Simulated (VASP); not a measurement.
# Al (P6_3/mmc) in VASP: a series of runs

Runs on Al. Level: PBE+D3(BJ). Tasks: relaxation of cell and atoms, single point.

Everything below comes from runs of VASP 6.6.1. Logs are shortened: lines on timing, memory, paths and dates and some standing lists are left out, and cuts for length are marked.

## 1. The cell of the first run

The structure is hexagonal, space group P6_3/mmc (No. 194). The conventional cell has a = 2.827 Å, b = 2.827 Å, c = 9.186 Å, α = 90.00°, β = 90.00°, γ = 120.00°. Within 3.7 Å of Al (site symmetry -3m) lie 12 Al at 2.82 to 2.83 Å. Al (site symmetry -6m2) has 12 Al at 2.82 to 2.83 Å within 3.7 Å.

## 2. Relaxation of cell and atoms, PBE+D3(BJ)

Contents of INCAR:

```
PREC = Accurate
ENCUT = 600
EDIFF = 1E-7
ISMEAR = 0
SIGMA = 0.1
LREAL = F
LASPH = T
NELM = 100
ALGO = Normal
ISIF = 3
LWAVE = F
LCHARG = F
GGA = PE
IVDW = 12
IBRION = 2
NSW = 100
EDIFFG = -0.005
```

Contents of KPOINTS:

```
regular mesh
0
Gamma
  18 18 6
```

Contents of POSCAR:

```
Al
1.0
    2.8270770242      0.0000000000      0.0000000000
   -1.4135385121      2.4483205214      0.0000000000
    0.0000000000      0.0000000000      9.1859930700
Al
4
Direct
    0.0000000000      0.0000000000      0.0000000000
    0.3333333300      0.6666666700      0.2500000000
    0.0000000000      0.0000000000      0.5000000000
    0.6666666700      0.3333333300      0.7500000000
```

Potentials or basis: VASP PAW PBE potentials, release 64 (Al).

Launch:

```console
$ cat potpaw_PBE.64/Al/POTCAR > POTCAR
$ mpirun -np 1 vasp_std > vasp.out
```

OUTCAR:

```text
PREC = Accurate
   ENCUT = 600
   EDIFF = 1E-7
   ISMEAR = 0
   LREAL = F
   LASPH = T
   NELM = 100
   ISIF = 3
   GGA = PE
   IVDW = 12
   IBRION = 2
   NSW = 100
   EDIFFG = -0.005
 IVDW          = 12

 ion  position               nearest neighbor table
   1  0.000  0.000  0.000-   2 2.82   4 2.82   2 2.82   4 2.82   4 2.82   2 2.82
   2  0.333  0.667  0.250-   1 2.82   3 2.82   1 2.82   3 2.82   1 2.82   3 2.82
   3  0.000  0.000  0.500-   2 2.82   4 2.82   2 2.82   4 2.82   4 2.82   2 2.82
   4  0.667  0.333  0.750-   1 2.82   3 2.82   1 2.82   3 2.82   1 2.82   3 2.82

  LATTYP: Found a hexagonal cell.
 ALAT       =     2.8270770242
 C/A-ratio  =     3.2492899880

  Lattice vectors:

 A1 = (   2.8270770242,   0.0000000000,   0.0000000000)
 A2 = (  -1.4135385121,   2.4483205214,   0.0000000000)
 A3 = (   0.0000000000,   0.0000000000,   9.1859930700)

Analysis of symmetry for initial positions (statically):
=====================================================================
 Subroutine PRICEL returns:
 Original cell was already a primitive cell.

 Routine SETGRP: Setting up the symmetry group for a
 hexagonal supercell.

 Subroutine GETGRP returns: Found 24 space group operations
 (whereof 12 operations were pure point group operations)
 out of a pool of 24 trial point group operations.

The static configuration has the point symmetry D_3d.
 The point group associated with its full space group is D_6h.

Analysis of symmetry for dynamics (positions and initial velocities):
=====================================================================
 Subroutine PRICEL returns:
 Original cell was already a primitive cell.

 Routine SETGRP: Setting up the symmetry group for a
 hexagonal supercell.

 Subroutine GETGRP returns: Found 24 space group operations
 (whereof 12 operations were pure point group operations)
 out of a pool of 24 trial point group operations.

The dynamic configuration has the point symmetry D_3d.
 The point group associated with its full space group is D_6h.

 Subroutine INISYM returns: Found 24 space group operations
 (whereof 12 operations are pure point group operations),
 and found     1 'primitive' translations

----------------------------------------------------------------------------------------

                                     Primitive cell

  volume of cell :      63.5817

  direct lattice vectors                    reciprocal lattice vectors
     2.827077024  0.000000000  0.000000000     0.353722234  0.204221627  0.000000000
    -1.413538512  2.448320521  0.000000000     0.000000000  0.408443254  0.000000000
     0.000000000  0.000000000  9.185993070     0.000000000  0.000000000  0.108861393

  length of vectors
     2.827077024  2.827077024  9.185993070     0.408443254  0.408443254  0.108861393

  position of ions in fractional coordinates (direct lattice)
     0.000000000  0.000000000  0.000000000
     0.333333330  0.666666670  0.250000000
     0.000000000  0.000000000  0.500000000
     0.666666670  0.333333330  0.750000000

  ion indices of the primitive-cell ions
   primitive index   ion index
                 1           1
                 2           2
                 3           3
                 4           4

----------------------------------------------------------------------------------------

 KPOINTS: regular mesh

Automatic generation of k-mesh.
 Grid dimensions read from file:
 generate k-points for:   18   18    6

 Generating k-lattice:

  Cartesian coordinates                     Fractional coordinates (reciprocal lattice)
     0.019651235  0.011345646  0.000000000     0.055555556 -0.000000000  0.000000000
     0.000000000  0.022691292  0.000000000     0.000000000  0.055555556  0.000000000
     0.000000000  0.000000000  0.018143565     0.000000000  0.000000000  0.166666667

  Length of vectors
     0.022691292  0.022691292  0.018143565

  Shift w.r.t. Gamma in fractional coordinates (k-lattice)
     0.000000000  0.000000000  0.000000000

 Subroutine IBZKPT returns following result:
 ===========================================

 Found    148 irreducible k-points:

 Following reciprocal coordinates:
            Coordinates               Weight
  0.000000  0.000000  0.000000      1.000000
  0.055556  0.000000  0.000000      6.000000
  0.111111  0.000000  0.000000      6.000000
  0.166667  0.000000  0.000000      6.000000
  0.222222  0.000000  0.000000      6.000000
  0.277778  0.000000  0.000000      6.000000
[... 16 lines left out ...]
  0.333333  0.111111  0.000000     12.000000
  0.388889  0.111111  0.000000     12.000000
 [... further k-points ...]
   k-points           NKPTS =    148   k-points in BZ     NKDIM =    148   number of bands    NBANDS=     10
   number of dos      NEDOS =    301   number of ions     NIONS =      4
   total plane-waves  NPLWV =  46080
   dimension x,y,z NGX =    24 NGY =   24 NGZ =   80
   dimension x,y,z NGXF=    48 NGYF=   48 NGZF=  160
   ions per type =               4
   NGX,Y,Z   is equivalent  to a cutoff of  14.11, 14.11, 14.48 a.u.
   NGXF,Y,Z  is equivalent  to a cutoff of  28.23, 28.23, 28.96 a.u.
 SYSTEM =  unknown system
   PREC   = accura    normal or accurate (medium, high low for compatibility)
   ISTART =      0    job   : 0-new  1-cont  2-samecut
   ICHARG =      2    charge: 1-file 2-atom 10-const
   ISPIN  =      1    spin polarized calculation?
   LNONCOLLINEAR =      F non collinear calculations
   LSORBIT =      F    spin-orbit coupling
   LASPH  =      T    aspherical Exc in radial PAW
   ENCUT  =  600.0 eV  44.10 Ry    6.64 a.u.   5.65  5.65 18.35*2*pi/ulx,y,z
   NELM   =    100;   NELMIN=  2; NELMDL= -5     # of ELM steps
   EDIFF  = 0.1E-06   stopping-criterion for ELM
   LREAL  =      F    real-space projection
   EDIFFG = -.5E-02   stopping-criterion for IOM
   NSW    =    100    number of steps for IOM
   IBRION =      2    ionic relax: 0-MD 1-quasi-New 2-CG
   NFREE  =      1    steps in history (QN), initial steepest desc. (CG)
   ISIF   =      3    stress and relaxation
   ISYM   =      2    0-nonsym 1-usesym 2-fastsym
   POTIM  = 0.5000    time-step for ionic-motion
   TEBEG  =    0.0;   TEEND  =   0.0 temperature during run
   PSTRESS=    0.0 pullay stress
   NELECT =      12.0000    total number of electrons
   NUPDOWN=      -1.0000    fix difference up-down
   EMIN   =  10.00;   EMAX   =-10.00  energy-range for DOS
   EFERMI =   0.00;   METHOD = LEGACY
   ISMEAR =     0;   SIGMA  =   0.10  broadening in eV -4-tet -1-fermi 0-gaus
   EFERMI_NEDOS =   21; number of points for ismear=-14 and -15
   IALGO  =     38    algorithm
   IMIX   =      4    mixing-type and parameters
     AMIX     =   0.40;   BMIX     =  1.00
     AMIX_MAG =   1.60;   BMIX_MAG =  1.00
  volume/ion in A,a.u.               =      15.90       107.27
  Fermi-wavevector in a.u.,A,eV,Ry     =   0.939055  1.774557 11.997959  0.881825
  Thomas-Fermi vector in A             =   2.066329
   LORBIT       =      0    0 simple, 1 ext, 2 COOP (PROOUT), +10 PAW based schemes
   GGA     = PE    functional components
   LHFCALC =     F    Hartree Fock is set to
   AEXX    =    0.0000 exact exchange contribution
   IVDW    =    12    specifies the selected vdW correction
   LEPSILON=     F    determine dielectric tensor
   LRPA    =     F    only Hartree local field effects (RPA)
 conjugate gradient relaxation of ions
 non-spin polarized calculation
 Gauss-broadening in eV      SIGMA  =   0.10
  energy-cutoff  :      600.00
  volume of cell :       63.58
 maximum number of plane-waves:      2148
 NGX is ok and might be reduce to    24
   NGX = 11   NGY = 11   NGZ = 37

--------------------------------------- Ionic step        1  -------------------------------------------

 number of electron      12.0000000 magnetization

 Free energy of the ion-electron system (eV)
  ---------------------------------------------------
  ext. energy  EPLUGINS =         0.00000000
  ---------------------------------------------------
  free energy    TOTEN  =       -14.91003202 eV

  energy without entropy =      -14.90226060  energy(sigma->0) =      -14.90614631

------------------------ aborting loop because EDIFF is reached ----------------------------------------

 Edisp (eV)   -1.39844

 E8    (eV) :    -0.6256

  FORCE on cell =-STRESS in cart. coord.  units (eV):
  Direction    XX          YY          ZZ          XY          YZ          ZX
  --------------------------------------------------------------------------------------
  -------------------------------------------------------------------------------------
  Total      -0.23749    -0.23749     0.13373     0.00000     0.00000     0.00000
  in kB      -5.98454    -5.98454     3.36973     0.00000     0.00000     0.00000
  external pressure =       -2.87 kB  Pullay stress =        0.00 kB
[... 191 lines left out ...]
  energy  without entropy=      -16.3025902789  energy(sigma->0) =      -16.30634766

--------------------------------------- Ionic step        6  -------------------------------------------

 number of electron      12.0000000 magnetization

 Free energy of the ion-electron system (eV)
  ---------------------------------------------------
  ext. energy  EPLUGINS =         0.00000000
  ---------------------------------------------------
  free energy    TOTEN  =       -14.90732053 eV

  energy without entropy =      -14.89980792  energy(sigma->0) =      -14.90356422

 E-fermi :   8.4178     XC(G=0): -10.3441

 val. band max:        8.3794564627   @ k =   0.3889   0.0556   0.0000
 cond. band min:       8.4254936358   @ k =   0.3889   0.1667   0.1667
 fundamental gap:      0.0460371731
 Fermi energy:         8.4178049722

 k-point     1 :       0.0000    0.0000    0.0000
  band No.  band energies     occupation
      1      -2.9903      2.00000
      2      -1.2717      2.00000
      3      -1.2647      2.00000
      4       3.6421      2.00000
      5       3.9217      2.00000
      6      11.8395      0.00000
      7      11.8517      0.00000
      8      19.4976      0.00000
      9      19.4976      0.00000
     10      19.6363      0.00000
[... 287 lines left out ...]
 k-point    24 :       0.3889    0.1111    0.0000
  band No.  band energies     occupation
      1       2.0637      2.00000
      2       3.6948      2.00000
      3       3.7017      2.00000
      4       4.6833      2.00000
      5       6.3670      2.00000
      6       6.3897      2.00000
      7       8.4598      0.55233
      8       8.9226      0.00000
      9      10.7990      0.00000
     10      11.0108      0.00000

 [... further k-points ...]

------------------------ aborting loop because EDIFF is reached ----------------------------------------

 Edisp (eV)   -1.40279

 E8    (eV) :    -0.6276

  FORCE on cell =-STRESS in cart. coord.  units (eV):
  Direction    XX          YY          ZZ          XY          YZ          ZX
  --------------------------------------------------------------------------------------
  -------------------------------------------------------------------------------------
  Total      -0.00461    -0.00461     0.00063     0.00000     0.00000     0.00000
  in kB      -0.11645    -0.11645     0.01593     0.00000     0.00000     0.00000
  external pressure =       -0.07 kB  Pullay stress =        0.00 kB
[... 19 lines left out ...]
  FREE ENERGIE OF THE ION-ELECTRON SYSTEM (eV)
  ---------------------------------------------------
  free  energy   TOTEN  =       -16.3101120664 eV

  energy  without entropy=      -16.3025994558  energy(sigma->0) =      -16.30635576

 reached required accuracy - stopping structural energy minimisation
```

Wall time 2.9 min (1 thread of Intel Xeon 6975P-C (Granite Rapids), shared host); peak memory 0.26 GiB.

What came out:

* Free energy: -16.3101 eV
* Relaxed volume: 15.85 Å³/atom
* Relaxed cell: a = 2.814 Å, b = 2.814 Å, c = 9.242 Å, α = 90.00°, β = 90.00°, γ = 120.00°
* Space group after relaxing (to 0.05 Å): P6_3/mmc (No. 194)
* Energy gained by relaxing: 0.4 meV/atom
* Ionic steps: 6
* Pressure after relaxing: 0.0 GPa
* Band gap on the k mesh: zero (band 6 reaches 12.36 eV, above the bottom of band 7 at 6.85 eV)
* Dispersion energy per atom: -0.351 eV

The path:
```
step  energy change (eV)  largest force (eV/Å)  pressure (GPa)  volume (Å³)
   1              0.0000                0.0000           -0.29        63.58
   2             -0.0011                0.0000            0.08        63.32
   3             -0.0013                0.0000            0.28        63.18
   4             -0.0016                0.0000            0.06        63.34
   5             -0.0016                0.0000            0.05        63.35
   6             -0.0016                0.0000           -0.01        63.39
```

Final structure:
```
Al
1.0
     2.81424    0.00000    0.00000
    -1.40712    2.43720    0.00000
     0.00000    0.00000    9.24241
Al
4
Cartesian
  0.0000 0.0000 0.0000
  0.0000 1.6248 2.3106
  0.0000 0.0000 4.6212
  1.4071 0.8124 6.9318
```

Caveat: pairwise dispersion overbinds metals, which lowers pressure and volume.

(Continued in part 2 of 2.)
